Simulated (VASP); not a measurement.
# BePd (P4/mmm) in VASP: further runs, part 2 of 2

VASP 6.6.1. Earlier steps stand in the parts before.

## (4) Electric field gradients, LDA (zz strain of +1 %)

INCAR reads:

```
ALGO     = Normal         # electronic algorithm
EDIFF    = 1E-8           # SCF threshold, eV
ENCUT    = 520            # plane-wave cutoff, eV
ISIF     = 2              # what is computed and relaxed
ISMEAR   = -1             # smearing method
LASPH    = True           # aspherical terms in the spheres
LCHARG   = False          # write CHGCAR
LEFG     = True         
LREAL    = False          # projectors in reciprocal space
LWAVE    = False          # write WAVECAR
NBANDS   = 13             # bands
NELM     = 100            # most SCF steps
PREC     = Accurate       # precision mode
SIGMA    = 0.08           # smearing width, eV
```

KPOINTS reads:

```
k-points
0
Gamma
  12 12 12
```

POSCAR reads:

```
BePd
1.0
    2.8130000000      0.0000000000      0.0000000000
    0.0000000000      2.8130000000      0.0000000000
    0.0000000000      0.0000000000      2.8411300000
Be Pd
1 1
Direct
    0.0000000000      0.0000000000      0.0000000000
    0.5000000000      0.5000000000      0.5000000000
```

Potentials or basis: VASP PAW LDA potentials, release 64 (Be, Pd).

Started as:

```console
cat potpaw_LDA.64/Be/POTCAR potpaw_LDA.64/Pd/POTCAR > POTCAR
mpirun -np 1 vasp_std > vasp.out
```

OUTCAR:

```text
EDIFF = 1E-8
   ENCUT = 520
   ISIF = 2
   ISMEAR = -1
   LASPH = True
   LREAL = False
   NELM = 100
   PREC = Accurate

 ion  position               nearest neighbor table
   1  0.000  0.000  0.000-   2 2.44   2 2.44   2 2.44   2 2.44   2 2.44   2 2.44   2 2.44   2 2.44

   2  0.500  0.500  0.500-   1 2.44   1 2.44   1 2.44   1 2.44   1 2.44   1 2.44   1 2.44   1 2.44

  LATTYP: Found a simple tetragonal cell.
 ALAT       =     2.8130000000
 C/A-ratio  =     1.0100000000

  Lattice vectors:

 A1 = (   2.8130000000,   0.0000000000,   0.0000000000)
 A2 = (   0.0000000000,   2.8130000000,   0.0000000000)
 A3 = (   0.0000000000,   0.0000000000,   2.8411300000)

Analysis of symmetry for initial positions (statically):
=====================================================================
 Subroutine PRICEL returns:
 Original cell was already a primitive cell.

 Routine SETGRP: Setting up the symmetry group for a
 simple tetragonal supercell.

 Subroutine GETGRP returns: Found 16 space group operations
 (whereof 16 operations were pure point group operations)
 out of a pool of 16 trial point group operations.

The static configuration has the point symmetry D_4h.

Analysis of symmetry for dynamics (positions and initial velocities):
=====================================================================
 Subroutine PRICEL returns:
 Original cell was already a primitive cell.

 Routine SETGRP: Setting up the symmetry group for a
 simple tetragonal supercell.

 Subroutine GETGRP returns: Found 16 space group operations
 (whereof 16 operations were pure point group operations)
[... 530 lines left out ...]
      4       6.1134      2.00000
      5       6.4408      2.00000
      6       6.9288      2.00000
      7       9.7781      0.11139
      8      15.5507      0.00000
      9      17.4386      0.00000
     10      18.4097      0.00000
     11      24.7952      0.00000
     12      26.2345      0.00000
     13      28.2437      0.00000

 [... further k-points ...]

------------------------ aborting loop because EDIFF is reached ----------------------------------------

  FORCE on cell =-STRESS in cart. coord.  units (eV):
  Direction    XX          YY          ZZ          XY          YZ          ZX
  --------------------------------------------------------------------------------------
  -------------------------------------------------------------------------------------
  Total       -1.2462894     -1.2462894     -1.3030473      0.0000000      0.0000000      0.0000000
  in kB      -88.8175735    -88.8175735    -92.8624615      0.0000000      0.0000000      0.0000000
  external PRESSURE =     -90.1658695 kB  Pullay stress =       0.0000000 kB

 VOLUME and BASIS-vectors are now :
 -----------------------------------------------------------------------------
  energy-cutoff  :      520.00
  volume of cell :       22.48
      direct lattice vectors                 reciprocal lattice vectors
     2.813000000  0.000000000  0.000000000     0.355492357  0.000000000  0.000000000
     0.000000000  2.813000000  0.000000000     0.000000000  0.355492357  0.000000000
     0.000000000  0.000000000  2.841130000     0.000000000  0.000000000  0.351972631

 POSITION                                       TOTAL-FORCE (eV/Angst)
 -----------------------------------------------------------------------------------
      0.00000      0.00000      0.00000         0.000000      0.000000      0.000000
      1.40650      1.40650      1.42057         0.000000      0.000000      0.000000
 -----------------------------------------------------------------------------------
    total drift:                                0.000000     -0.000000     -0.000000

  FREE ENERGIE OF THE ION-ELECTRON SYSTEM (eV)
  ---------------------------------------------------
  free  energy   TOTEN  =       -11.9273316220 eV

  energy  without entropy=      -11.9096332489  energy(sigma->0) =      -11.91848244

 Electric field gradients (V/A^2)
---------------------------------------------------------------------
 ion       V_xx      V_yy      V_zz      V_xy      V_xz      V_yz
---------------------------------------------------------------------
   1       0.064     0.064    -0.128    -0.000     0.000    -0.000
   2      -2.371    -2.371     4.741    -0.000     0.000     0.000
---------------------------------------------------------------------

 Electric field gradients after diagonalization (V/A^2)
 (convention: |V_zz| > |V_xx| > |V_yy|)
----------------------------------------------------------------------
 ion       V_xx      V_yy      V_zz     asymmetry (V_yy - V_xx)/ V_zz
----------------------------------------------------------------------
   1       0.064     0.064    -0.128       0.000
   2      -2.371    -2.371     4.741       0.000
----------------------------------------------------------------------

           NMR quadrupolar parameters

 Cq : quadrupolar parameter    Cq=e*Q*V_zz/h
 eta: asymmetry parameters     (V_yy - V_xx)/ V_zz
 Q  : nuclear electric quadrupole moment in mb (millibarn)
----------------------------------------------------------------------
 ion       Cq(MHz)       eta       Q (mb)
----------------------------------------------------------------------
   1      -0.000       0.000       1.000
   2       0.011       0.000       1.000
----------------------------------------------------------------------
```

stdout:

```text
POSCAR found type information on POSCAR BePd
 POSCAR found :  2 types and       2 ions
 scaLAPACK will be used
 LDA part: xc-table for (Slater(with rela. corr.)+CA(PZ))
 , standard interpolation
 POSCAR, INCAR and KPOINTS ok, starting setup
 FFT: planning ... GRIDC
 FFT: planning ... GRID_SOFT
 FFT: planning ... GRID
 WAVECAR not read
 entering main loop
ion   1

ion   2
```

Run time: 33 s. Hardware: 1 thread of AMD EPYC 7R13 (Zen 3), shared host; peak memory 0.14 GiB.

What came out:

```yaml
Free_energy: -11.9273 eV
Pressure: -9.0 GPa
Band_gap_on_the_k_mesh: zero (band 6 reaches 14.30 eV, above the bottom of band 7 at 8.25 eV)
```

Electric field gradients, principal values (V/Å²):
| atom | least | middle | greatest (by size) |
| --- | --- | --- | --- |
| 1 Be | 0.064 | 0.064 | -0.128 |
| 2 Pd | -2.371 | -2.371 | 4.741 |

Caveat: the cell differs from its parent crystal (zz strain of +1 %); without QUAD_EFG the Cq values of the log hold for a quadrupole moment of 1 mb, not for the nuclei.

## (5) Electric field gradients, LDA (zz strain of +2 %)

INCAR reads:

```
PREC = Accurate
ENCUT = 520
EDIFF = 1E-8
ISMEAR = -1
SIGMA = 0.08
LREAL = False
LASPH = True
NELM = 60
ALGO = Normal
ISIF = 2
LWAVE = False
LCHARG = False
GGA = CA
LEFG = True
NBANDS = 13
```

KPOINTS reads:

```
regular mesh
0
Gamma
  12 12 12
```

Edit POSCAR of step 4 so:

```diff
@@ -4,3 +4,3 @@
     0.0000000000      2.8130000000      0.0000000000
-    0.0000000000      0.0000000000      2.8411300000
+    0.0000000000      0.0000000000      2.8692600000
 Be Pd
```

Potentials or basis: VASP PAW LDA potentials, release 64 (Be, Pd).

Started as:

```console
cat potpaw_LDA.64/Be/POTCAR potpaw_LDA.64/Pd/POTCAR > POTCAR
mpirun -np 1 vasp_std > vasp.out
```

OUTCAR:

```text
PREC = Accurate
   ENCUT = 520
   EDIFF = 1E-8
   ISMEAR = -1
   LREAL = False
   LASPH = True
   NELM = 60
   ISIF = 2
   GGA = CA

 ion  position               nearest neighbor table
   1  0.000  0.000  0.000-   2 2.45   2 2.45   2 2.45   2 2.45   2 2.45   2 2.45   2 2.45   2 2.45

   2  0.500  0.500  0.500-   1 2.45   1 2.45   1 2.45   1 2.45   1 2.45   1 2.45   1 2.45   1 2.45

  LATTYP: Found a simple tetragonal cell.
 ALAT       =     2.8130000000
 C/A-ratio  =     1.0200000000

  Lattice vectors:

 A1 = (   2.8130000000,   0.0000000000,   0.0000000000)
 A2 = (   0.0000000000,   2.8130000000,   0.0000000000)
 A3 = (   0.0000000000,   0.0000000000,   2.8692600000)

Analysis of symmetry for initial positions (statically):
=====================================================================
 Subroutine PRICEL returns:
 Original cell was already a primitive cell.

 Routine SETGRP: Setting up the symmetry group for a
 simple tetragonal supercell.

 Subroutine GETGRP returns: Found 16 space group operations
 (whereof 16 operations were pure point group operations)
 out of a pool of 16 trial point group operations.

The static configuration has the point symmetry D_4h.

Analysis of symmetry for dynamics (positions and initial velocities):
=====================================================================
 Subroutine PRICEL returns:
 Original cell was already a primitive cell.

 Routine SETGRP: Setting up the symmetry group for a
 simple tetragonal supercell.

 Subroutine GETGRP returns: Found 16 space group operations
 (whereof 16 operations were pure point group operations)
 out of a pool of 16 trial point group operations.

The dynamic configuration has the point symmetry D_4h.

 Subroutine INISYM returns: Found 16 space group operations
 (whereof 16 operations are pure point group operations),
 and found     1 'primitive' translations

----------------------------------------------------------------------------------------

                                     Primitive cell

  volume of cell :      22.7044

  direct lattice vectors                    reciprocal lattice vectors
     2.813000000  0.000000000  0.000000000     0.355492357  0.000000000  0.000000000
     0.000000000  2.813000000  0.000000000     0.000000000  0.355492357  0.000000000
     0.000000000  0.000000000  2.869260000     0.000000000  0.000000000  0.348521919

  length of vectors
     2.813000000  2.813000000  2.869260000     0.355492357  0.355492357  0.348521919

  position of ions in fractional coordinates (direct lattice)
     0.000000000  0.000000000  0.000000000
     0.500000000  0.500000000  0.500000000

  ion indices of the primitive-cell ions
   primitive index   ion index
                 1           1
                 2           2

----------------------------------------------------------------------------------------

 KPOINTS: regular mesh

Automatic generation of k-mesh.
 Grid dimensions read from file:
 generate k-points for:   12   12   12

 Generating k-lattice:
[... 81 lines left out ...]
     AMIX     =   0.40;   BMIX     =  1.00
     AMIX_MAG =   1.60;   BMIX_MAG =  1.00
  volume/ion in A,a.u.               =      11.35        76.61
  Fermi-wavevector in a.u.,A,eV,Ry     =   1.323627  2.501291 23.837232  1.751987
  Thomas-Fermi vector in A             =   2.453221
   LORBIT       =      0    0 simple, 1 ext, 2 COOP (PROOUT), +10 PAW based schemes
   GGA     = CA    functional components
   LHFCALC =     F    Hartree Fock is set to
   AEXX    =    0.0000 exact exchange contribution
   IVDW    =     0    specifies the selected vdW correction
   LEPSILON=     F    determine dielectric tensor
   LRPA    =     F    only Hartree local field effects (RPA)
 non-spin polarized calculation
  energy-cutoff  :      520.00
  volume of cell :       22.70
 maximum number of plane-waves:       632
 NGX is ok and might be reduce to    24
   NGX = 11   NGY = 11   NGZ = 11

 number of electron      11.9999999 magnetization

 Free energy of the ion-electron system (eV)
  ---------------------------------------------------
  ext. energy  EPLUGINS =         0.00000000
  ---------------------------------------------------
  free energy    TOTEN  =       -11.91326675 eV

  energy without entropy =      -11.89556336  energy(sigma->0) =      -11.90441506

 E-fermi :   9.4070     XC(G=0): -12.4802

 val. band max:        9.4016409303   @ k =   0.2500   0.1667   0.5000
 cond. band min:       9.4071493462   @ k =   0.5000   0.1667   0.5000
 fundamental gap:      0.0055084159
 Fermi energy:         9.4069776432

 k-point     1 :       0.0000    0.0000    0.0000
  band No.  band energies     occupation
      1      -0.0770      2.00000
      2       3.9104      2.00000
      3       3.9697      2.00000
      4       7.0933      2.00000
      5       7.0933      2.00000
      6       7.1809      2.00000
      7      14.2963      0.00000
      8      14.8595      0.00000
      9      14.8595      0.00000
     10      23.5073      0.00000
     11      23.7567      0.00000
     12      25.8512      0.00000
     13      32.4630      0.00000
[... 354 lines left out ...]
  band No.  band energies     occupation
      1       3.0704      2.00000
      2       4.2085      2.00000
      3       5.9584      2.00000
      4       5.9873      2.00000
      5       6.2915      2.00000
      6       6.8577      2.00000
      7       9.6736      0.06893
      8      15.4122      0.00000
      9      17.3027      0.00000
     10      18.1185      0.00000
     11      24.4433      0.00000
     12      25.8920      0.00000
     13      27.8126      0.00000

 [... further k-points ...]

------------------------ aborting loop because EDIFF is reached ----------------------------------------

  FORCE on cell =-STRESS in cart. coord.  units (eV):
  Direction    XX          YY          ZZ          XY          YZ          ZX
  --------------------------------------------------------------------------------------
  -------------------------------------------------------------------------------------
  Total       -1.4597422     -1.4597422     -1.5687646      0.0000000      0.0000000      0.0000000
  in kB     -103.0095239   -103.0095239   -110.7028996      0.0000000      0.0000000      0.0000000
  external PRESSURE =    -105.5739825 kB  Pullay stress =       0.0000000 kB

 VOLUME and BASIS-vectors are now :
 -----------------------------------------------------------------------------
  energy-cutoff  :      520.00
  volume of cell :       22.70
      direct lattice vectors                 reciprocal lattice vectors
     2.813000000  0.000000000  0.000000000     0.355492357  0.000000000  0.000000000
     0.000000000  2.813000000  0.000000000     0.000000000  0.355492357  0.000000000
     0.000000000  0.000000000  2.869260000     0.000000000  0.000000000  0.348521919

 POSITION                                       TOTAL-FORCE (eV/Angst)
 -----------------------------------------------------------------------------------
      0.00000      0.00000      0.00000         0.000000      0.000000      0.000000
      1.40650      1.40650      1.43463         0.000000      0.000000      0.000000
 -----------------------------------------------------------------------------------
    total drift:                                0.000000     -0.000000     -0.000000

  FREE ENERGIE OF THE ION-ELECTRON SYSTEM (eV)
  ---------------------------------------------------
  free  energy   TOTEN  =       -11.9132667501 eV

  energy  without entropy=      -11.8955633632  energy(sigma->0) =      -11.90441506

 Electric field gradients (V/A^2)
---------------------------------------------------------------------
 ion       V_xx      V_yy      V_zz      V_xy      V_xz      V_yz
---------------------------------------------------------------------
   1       0.125     0.125    -0.250     0.000    -0.000    -0.000
   2      -4.688    -4.688     9.376     0.000    -0.000     0.000
---------------------------------------------------------------------

 Electric field gradients after diagonalization (V/A^2)
 (convention: |V_zz| > |V_xx| > |V_yy|)
----------------------------------------------------------------------
 ion       V_xx      V_yy      V_zz     asymmetry (V_yy - V_xx)/ V_zz
----------------------------------------------------------------------
   1       0.125     0.125    -0.250       0.000
   2      -4.688    -4.688     9.376       0.000
----------------------------------------------------------------------

           NMR quadrupolar parameters

 Cq : quadrupolar parameter    Cq=e*Q*V_zz/h
 eta: asymmetry parameters     (V_yy - V_xx)/ V_zz
 Q  : nuclear electric quadrupole moment in mb (millibarn)
----------------------------------------------------------------------
 ion       Cq(MHz)       eta       Q (mb)
----------------------------------------------------------------------
   1      -0.001       0.000       1.000
   2       0.023       0.000       1.000
----------------------------------------------------------------------
```

stdout:

```text
POSCAR found type information on POSCAR BePd
 POSCAR found :  2 types and       2 ions
 scaLAPACK will be used
 LDA part: xc-table for (Slater(with rela. corr.)+CA(PZ))
 , standard interpolation
 POSCAR, INCAR and KPOINTS ok, starting setup
 FFT: planning ... GRIDC
 FFT: planning ... GRID_SOFT
 FFT: planning ... GRID
 WAVECAR not read
 entering main loop
ion   1

ion   2
```

It took 33 s on 1 thread of AMD EPYC 7R13 (Zen 3), shared host; peak memory 0.14 GiB.

What came out:

```yaml
Free_energy: -11.9133 eV
Pressure: -10.6 GPa
Band_gap_on_the_k_mesh: zero (band 6 reaches 14.11 eV, above the bottom of band 7 at 8.10 eV)
```

Levels at points of the mesh, in eV from the Fermi level:
| k point | band 4 | band 5 | band 6 | band 7 | band 8 | band 9 |
| --- | --- | --- | --- | --- | --- | --- |
| (0.00, 0.00, 0.00) | -2.31 | -2.31 | -2.23 | 4.89 | 5.45 | 5.45 |
| (0.50, 0.00, 0.00) | -3.93 | -3.74 | -2.17 | 0.06 | 9.80 | 10.08 |
| (0.50, 0.50, 0.00) | -3.36 | -1.71 | -1.71 | -1.21 | 5.50 | 6.08 |
| (0.00, 0.00, 0.50) | -3.72 | -3.72 | -2.11 | -0.24 | 10.00 | 10.00 |
| (0.50, 0.00, 0.50) | -3.19 | -1.87 | -1.78 | -1.31 | 5.22 | 5.89 |
| (0.50, 0.50, 0.50) | -1.26 | -1.15 | 4.71 | 5.52 | 5.53 | 5.53 |

Electric field gradients, principal values (V/Å²):
```
atom   least  middle  greatest (by size)
1 Be   0.125   0.125              -0.250
2 Pd  -4.688  -4.688               9.376
```

Caveat: the cell differs from its parent crystal (zz strain of +2 %); without QUAD_EFG the Cq values of the log hold for a quadrupole moment of 1 mb, not for the nuclei.

## (6) Overview

| cell | gap on the mesh (eV) | pressure (GPa) |
| --- | --- | --- |
| a = 2.841, b = 2.841, c = 2.813 Å, 2 atoms | none | -10.6 |
| a = 2.813, b = 2.813, c = 2.841 Å, 2 atoms | none | -9.0 |
| a = 2.813, b = 2.813, c = 2.869 Å, 2 atoms | none | -10.6 |

Alike in all rows: task electric field gradients; level LDA; potentials or basis VASP PAW LDA potentials, release 64 (Be, Pd); no spin polarisation; k mesh 12 × 12 × 12; cutoff (eV) 520; smearing fermi-dirac 0.08 eV.

Total energies depend on the potentials used, so only differences within one code and one set of settings carry meaning.
